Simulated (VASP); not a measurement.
Set up this calculation in VASP 6.6.1, as the native input.

```yaml
Task: single point
Functional: r2SCAN
Potentials_or_basis: VASP PAW PBE potentials, release 64 (Ga_d, P)
Cutoff: 520 eV
k_mesh: 16 × 16 × 16
Occupations: fermi-dirac, width 0.08 eV
Spin: no spin polarisation
Dipole_correction: no
Further_INCAR_settings: ALGO = Normal; EDIFF = 1e-07; NBANDS = 16
```

Crystal: GaP.

```
CELL_PARAMETERS angstrom
0.00000 2.72525 2.72525
2.72525 0.00000 2.72525
2.72525 2.72525 0.00000
ATOMIC_POSITIONS crystal
Ga 0.00000 0.00000 0.00000
P 0.75000 0.75000 0.75000
```

The input as run:

POSCAR

```
GaP
1.0
    0.0000000000      2.7252500000      2.7252500000
    2.7252500000      0.0000000000      2.7252500000
    2.7252500000      2.7252500000      0.0000000000
Ga P
1 1
Direct
    0.0000000000      0.0000000000      0.0000000000
    0.7500000000      0.7500000000      0.7500000000
```

INCAR.step1

```
ALGO = Normal
EDIFF = 1E-4
ENCUT = 520
GGA = PE
ISMEAR = -1
LASPH = True
LCHARG = False
LREAL = False
LWAVE = True
NBANDS = 16
NELM = 80
PREC = Accurate
SIGMA = 0.08
```

INCAR.step2

```
ALGO = Normal
EDIFF = 1E-7
ENCUT = 520
ISIF = 2
ISMEAR = -1
ISTART = 1
LASPH = True
LCHARG = False
LMIXTAU = True
LREAL = False
LWAVE = False
METAGGA = R2SCAN
NBANDS = 16
NELM = 80
PREC = Accurate
SIGMA = 0.08
```

KPOINTS

```
k-points
0
Gamma
  16 16 16
```

Potentials or basis: VASP PAW PBE potentials, release 64 (Ga_d, P).

Launch:

```sh
$ cat potpaw_PBE.64/Ga_d/POTCAR potpaw_PBE.64/P/POTCAR > POTCAR
$ cp INCAR.step1 INCAR
$ mpirun -np 1 vasp_std > vasp.out
$ cp INCAR.step2 INCAR
$ mpirun -np 1 vasp_std > vasp.out
```

Results of the run:

| Item | Value |
| --- | --- |
| Pressure | 0.0 GPa |
| Band gap on the k mesh | 1.85 eV (least direct gap 2.34 eV) |

Caveat: the PAW data sets were made with another functional, which shifts forces and pressure a little.

Run time: 3.2 min on 1 thread of Intel(R) Xeon(R) 6975P-C (Granite Rapids) (shared host), peak memory 0.23 GiB.
